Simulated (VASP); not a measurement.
# Be3N2 (R3m) in VASP: single point with LDA

Aim: the single point of Be3N2 with LDA.

Program: VASP 6.6.1. These are calculated values, not measurements. Logs are shortened: lines on timing, memory, paths and dates and some standing lists are left out, and cuts for length are marked.

## 1. The cell of the first run

The structure is trigonal, space group R3m (No. 160). Conventional cell: a = 2.840 Å, b = 2.840 Å, c = 14.599 Å, α = 90.00°, β = 90.00°, γ = 120.00°. Within 2.3 Å of Be (site symmetry 3m) lie 4 N at 1.65 to 2.20 Å and 3 Be at 2.23 Å. Within 2.3 Å of Be (site symmetry 3m) lie 4 N at 1.66 to 1.84 Å and 3 Be at 2.24 Å. Within 2.3 Å of Be (site symmetry 3m) lie 4 N at 1.68 to 1.78 Å and 6 Be at 2.23 to 2.24 Å. Within 2.2 Å of N (site symmetry 3m) lie 5 Be at 1.65 to 1.68 Å. N (site symmetry 3m) has 7 Be at 1.78 to 2.20 Å within 2.4 Å.

## 2. Single point, LDA

Input file INCAR:

```
ALGO = Normal
EDIFF = 1E-7
ENCUT = 520
GGA = CA
ISIF = 2
ISMEAR = 0
LASPH = True
LCHARG = True
LELF = True
LREAL = False
LVHAR = True
LWAVE = False
NBANDS = 16
NELM = 100
PREC = Accurate
SIGMA = 0.05
```

Input file KPOINTS:

```
k-points
0
Gamma
  12 12 12
```

Input file POSCAR:

```
Be3N2
1.0
    1.4198050555      0.8197248310      4.8662156628
   -1.4198050555      0.8197248310      4.8662156628
    0.0000000000     -1.6394496620      4.8662156628
Be N
3 2
Direct
    0.8590010800      0.8590010800      0.8590010800
    0.3176945600      0.3176945600      0.3176945600
    0.0888067700      0.0888067700      0.0888067700
    0.2041626800      0.2041626800      0.2041626800
    0.7084349100      0.7084349100      0.7084349100
```

Potentials or basis: VASP PAW LDA potentials, release 64 (Be, N).

The run is started by

```console
> cat potpaw_LDA.64/Be/POTCAR potpaw_LDA.64/N/POTCAR > POTCAR
> mpirun -np 1 vasp_std > vasp.out
```

OUTCAR:

```text
EDIFF = 1E-7
   ENCUT = 520
   GGA = CA
   ISIF = 2
   ISMEAR = 0
   LASPH = True
   LREAL = False
   NELM = 100
   PREC = Accurate

 ion  position               nearest neighbor table
   1  0.859  0.859  0.859-   4 1.65   4 1.65   4 1.65   3 2.23   3 2.23   3 2.23
   2  0.318  0.318  0.318-   4 1.66   5 1.84   5 1.84   5 1.84   3 2.24   3 2.24   3 2.24
   3  0.089  0.089  0.089-   4 1.68   5 1.78   5 1.78   5 1.78   1 2.23   1 2.23   1 2.23   2 2.24
                             2 2.24   2 2.24
   4  0.204  0.204  0.204-   1 1.65   1 1.65   1 1.65   2 1.66   3 1.68
   5  0.708  0.708  0.708-   3 1.78   3 1.78   3 1.78   2 1.84   2 1.84   2 1.84

  LATTYP: Found a trigonal (rhomboedric) cell.
 ALAT       =     5.1349634927
 COS(alpha) =     0.8470981601

  Lattice vectors:

 A1 = (   1.4198050555,   0.8197248310,   4.8662156628)
 A2 = (  -1.4198050555,   0.8197248310,   4.8662156628)
 A3 = (   0.0000000000,  -1.6394496620,   4.8662156628)

Analysis of symmetry for initial positions (statically):
=====================================================================
 Subroutine PRICEL returns:
 Original cell was already a primitive cell.

 Routine SETGRP: Setting up the symmetry group for a
 trigonal (rhombohedral) supercell.

 Subroutine GETGRP returns: Found  6 space group operations
 (whereof  6 operations were pure point group operations)
 out of a pool of 12 trial point group operations.

The static configuration has the point symmetry C_3v.

Analysis of symmetry for dynamics (positions and initial velocities):
=====================================================================
 Subroutine PRICEL returns:
 Original cell was already a primitive cell.

 Routine SETGRP: Setting up the symmetry group for a
 trigonal (rhombohedral) supercell.

 Subroutine GETGRP returns: Found  6 space group operations
 (whereof  6 operations were pure point group operations)
 out of a pool of 12 trial point group operations.

The dynamic configuration has the point symmetry C_3v.

 Subroutine INISYM returns: Found  6 space group operations
 (whereof  6 operations are pure point group operations),
 and found     1 'primitive' translations

----------------------------------------------------------------------------------------

                                     Primitive cell

  volume of cell :      33.9813

  direct lattice vectors                    reciprocal lattice vectors
     1.419805055  0.819724831  4.866215663     0.352161022  0.203320261  0.068499499
    -1.419805055  0.819724831  4.866215663    -0.352161022  0.203320261  0.068499499
     0.000000000 -1.639449662  4.866215663     0.000000000 -0.406640522  0.068499499

  length of vectors
     5.134963493  5.134963493  5.134963493     0.412369610  0.412369610  0.412369610

  position of ions in fractional coordinates (direct lattice)
     0.859001080  0.859001080  0.859001080
     0.317694560  0.317694560  0.317694560
     0.088806770  0.088806770  0.088806770
     0.204162680  0.204162680  0.204162680
     0.708434910  0.708434910  0.708434910

  ion indices of the primitive-cell ions
   primitive index   ion index
                 1           1
                 2           2
                 3           3
                 4           4
                 5           5

----------------------------------------------------------------------------------------

 KPOINTS: k-points

Automatic generation of k-mesh.
 Grid dimensions read from file:
 generate k-points for:   12   12   12

 Generating k-lattice:

  Cartesian coordinates                     Fractional coordinates (reciprocal lattice)
     0.029346752  0.016943355  0.005708292     0.083333333 -0.000000000 -0.000000000
    -0.029346752  0.016943355  0.005708292    -0.000000000  0.083333333 -0.000000000
     0.000000000 -0.033886710  0.005708292    -0.000000000 -0.000000000  0.083333333

  Length of vectors
     0.034364134  0.034364134  0.034364134

  Shift w.r.t. Gamma in fractional coordinates (k-lattice)
     0.000000000  0.000000000  0.000000000

 Subroutine IBZKPT returns following result:
 ===========================================

 Found    189 irreducible k-points:

 Following reciprocal coordinates:
            Coordinates               Weight
  0.000000  0.000000  0.000000      1.000000
  0.083333 -0.000000 -0.000000      6.000000
  0.166667 -0.000000 -0.000000      6.000000
  0.250000 -0.000000  0.000000      6.000000
  0.333333  0.000000 -0.000000      6.000000
  0.416667  0.000000  0.000000      6.000000
[... 16 lines left out ...]
  0.500000  0.166667 -0.000000     12.000000
 -0.416667  0.166667  0.000000     12.000000
 [... further k-points ...]
   k-points           NKPTS =    189   k-points in BZ     NKDIM =    189   number of bands    NBANDS=     16
   number of dos      NEDOS =    301   number of ions     NIONS =      5
   total plane-waves  NPLWV =  64000
   dimension x,y,z NGX =    40 NGY =   40 NGZ =   40
   dimension x,y,z NGXF=    80 NGYF=   80 NGZF=   80
   ions per type =               3   2
   NGX,Y,Z   is equivalent  to a cutoff of  12.95, 12.95, 12.95 a.u.
   NGXF,Y,Z  is equivalent  to a cutoff of  25.90, 25.90, 25.90 a.u.
 SYSTEM =  unknown system
   PREC   = accura    normal or accurate (medium, high low for compatibility)
   ISTART =      0    job   : 0-new  1-cont  2-samecut
   ICHARG =      2    charge: 1-file 2-atom 10-const
   ISPIN  =      1    spin polarized calculation?
   LNONCOLLINEAR =      F non collinear calculations
   LSORBIT =      F    spin-orbit coupling
   LASPH  =      T    aspherical Exc in radial PAW
   ENCUT  =  520.0 eV  38.22 Ry    6.18 a.u.   9.55  9.55  9.55*2*pi/ulx,y,z
   NELM   =    100;   NELMIN=  2; NELMDL= -5     # of ELM steps
   EDIFF  = 0.1E-06   stopping-criterion for ELM
   LREAL  =      F    real-space projection
   EDIFFG = 0.1E-05   stopping-criterion for IOM
   NSW    =      0    number of steps for IOM
   IBRION =     -1    ionic relax: 0-MD 1-quasi-New 2-CG
   NFREE  =      0    steps in history (QN), initial steepest desc. (CG)
   ISIF   =      2    stress and relaxation
   ISYM   =      2    0-nonsym 1-usesym 2-fastsym
   POTIM  = 0.5000    time-step for ionic-motion
   TEBEG  =    0.0;   TEEND  =   0.0 temperature during run
   PSTRESS=    0.0 pullay stress
   NELECT =      16.0000    total number of electrons
   NUPDOWN=      -1.0000    fix difference up-down
   EMIN   =  10.00;   EMAX   =-10.00  energy-range for DOS
   EFERMI =   0.00;   METHOD = LEGACY
   ISMEAR =     0;   SIGMA  =   0.05  broadening in eV -4-tet -1-fermi 0-gaus
   EFERMI_NEDOS =   21; number of points for ismear=-14 and -15
   IALGO  =     38    algorithm
   IMIX   =      4    mixing-type and parameters
     AMIX     =   0.40;   BMIX     =  1.00
     AMIX_MAG =   1.60;   BMIX_MAG =  1.00
  volume/ion in A,a.u.               =       6.80        45.86
  Fermi-wavevector in a.u.,A,eV,Ry     =   1.273606  2.406766 22.069625  1.622072
  Thomas-Fermi vector in A             =   2.406420
   LORBIT       =      0    0 simple, 1 ext, 2 COOP (PROOUT), +10 PAW based schemes
   GGA     = CA    functional components
   LHFCALC =     F    Hartree Fock is set to
   AEXX    =    0.0000 exact exchange contribution
   IVDW    =     0    specifies the selected vdW correction
   LEPSILON=     F    determine dielectric tensor
   LRPA    =     F    only Hartree local field effects (RPA)
 non-spin polarized calculation
 Gauss-broadening in eV      SIGMA  =   0.05
  energy-cutoff  :      520.00
  volume of cell :       33.98
 maximum number of plane-waves:       930
 NGX is ok and might be reduce to    40
   NGX = 19   NGY = 19   NGZ = 19

 number of electron      16.0000001 magnetization

 Free energy of the ion-electron system (eV)
  ---------------------------------------------------
  ext. energy  EPLUGINS =         0.00000000
  ---------------------------------------------------
  free energy    TOTEN  =       -36.70016407 eV

  energy without entropy =      -36.70016407  energy(sigma->0) =      -36.70016407

 E-fermi :   5.9699     XC(G=0): -11.5958

 val. band max:        5.6763939854   @ k =   0.0000   0.0000   0.0000
 cond. band min:       8.3699455313   @ k =   0.5000   0.5000   0.0000
 fundamental gap:      2.6935515459
 Fermi energy:         5.9698862887

 k-point     1 :       0.0000    0.0000    0.0000
  band No.  band energies     occupation
      1     -10.5793      2.00000
      2      -8.3551      2.00000
      3      -1.9234      2.00000
      4       4.4708      2.00000
      5       4.4708      2.00000
      6       5.2225      2.00000
[... 8 lines left out ...]
     15      17.1851      0.00000
     16      18.0627      0.00000

 k-point     2 :       0.0833   -0.0000   -0.0000
  band No.  band energies     occupation
      1     -10.4783      2.00000
      2      -8.2961      2.00000
      3      -1.7945      2.00000
      4       3.9721      2.00000
      5       4.3104      2.00000
      6       5.1302      2.00000
[... 8 lines left out ...]
     15      17.5228      0.00000
     16      18.8777      0.00000

 k-point     3 :       0.1667   -0.0000   -0.0000
  band No.  band energies     occupation
      1     -10.1815      2.00000
      2      -8.1300      2.00000
      3      -1.4173      2.00000
      4       2.7701      2.00000
      5       3.9112      2.00000
      6       4.1085      2.00000
[... 8 lines left out ...]
     15      18.3579      0.00000
     16      19.2396      0.00000
[... 362 lines left out ...]
 k-point    23 :       0.5000    0.1667   -0.0000
  band No.  band energies     occupation
      1      -8.2520      2.00000
      2      -7.5582      2.00000
      3      -1.0150      2.00000
      4       0.4278      2.00000
      5       1.6730      2.00000
      6       2.0113      2.00000
[... 8 lines left out ...]
     15      18.9353      0.00000
     16      19.7434      0.00000

 k-point    24 :      -0.4167    0.1667    0.0000
  band No.  band energies     occupation
      1      -7.9726      2.00000
      2      -7.5617      2.00000
      3      -1.2733      2.00000
      4       0.3710      2.00000
      5       1.6378      2.00000
      6       1.9085      2.00000
[... 8 lines left out ...]
     15      19.0463      0.00000
     16      20.1840      0.00000

 [... further k-points ...]

------------------------ aborting loop because EDIFF is reached ----------------------------------------

  FORCE on cell =-STRESS in cart. coord.  units (eV):
  Direction    XX          YY          ZZ          XY          YZ          ZX
  --------------------------------------------------------------------------------------
  -------------------------------------------------------------------------------------
  Total       -1.4832368     -1.4832368     -1.5131496      0.0000000      0.0000000      0.0000000
  in kB      -69.9329186    -69.9329186    -71.3432726      0.0000000      0.0000000      0.0000000
  external PRESSURE =     -70.4030366 kB  Pullay stress =       0.0000000 kB

 VOLUME and BASIS-vectors are now :
 -----------------------------------------------------------------------------
  energy-cutoff  :      520.00
  volume of cell :       33.98
      direct lattice vectors                 reciprocal lattice vectors
     1.419805055  0.819724831  4.866215663     0.352161022  0.203320261  0.068499499
    -1.419805055  0.819724831  4.866215663    -0.352161022  0.203320261  0.068499499
     0.000000000 -1.639449662  4.866215663     0.000000000 -0.406640522  0.068499499

 POSITION                                       TOTAL-FORCE (eV/Angst)
 -----------------------------------------------------------------------------------
      0.00000      0.00000     12.54025         0.000000      0.000000      0.019038
      0.00000      0.00000      4.63791         0.000000      0.000000     -0.059078
      0.00000      0.00000      1.29646         0.000000      0.000000      0.046929
      0.00000      0.00000      2.98050         0.000000      0.000000     -0.039771
      0.00000      0.00000     10.34219         0.000000      0.000000      0.032882
 -----------------------------------------------------------------------------------
    total drift:                                0.000000     -0.000000      0.000022

  FREE ENERGIE OF THE ION-ELECTRON SYSTEM (eV)
  ---------------------------------------------------
  free  energy   TOTEN  =       -36.7001640652 eV

  energy  without entropy=      -36.7001640652  energy(sigma->0) =      -36.70016407
```

Wall time 8.6 min (1 thread of AMD EPYC 7R13, shared host); peak memory 0.21 GiB.

What came out:

```yaml
Free_energy: -36.7002 eV
Pressure: -7.0 GPa
Largest_force: 0.059 eV/Å
Band_gap_on_the_k_mesh: 2.69 eV (least direct gap 3.76 eV)
```

Forces on the atoms (eV/Å):
```
Be   0.000  0.000  0.019
Be   0.000  0.000 -0.059
Be   0.000  0.000  0.047
N    0.000  0.000 -0.040
N    0.000  0.000  0.033
```

Stress tensor (GPa, compression positive):
```
-6.99  0.00  0.00
 0.00 -6.99  0.00
 0.00  0.00 -7.13
```

Caveat: the cell stands under tension.
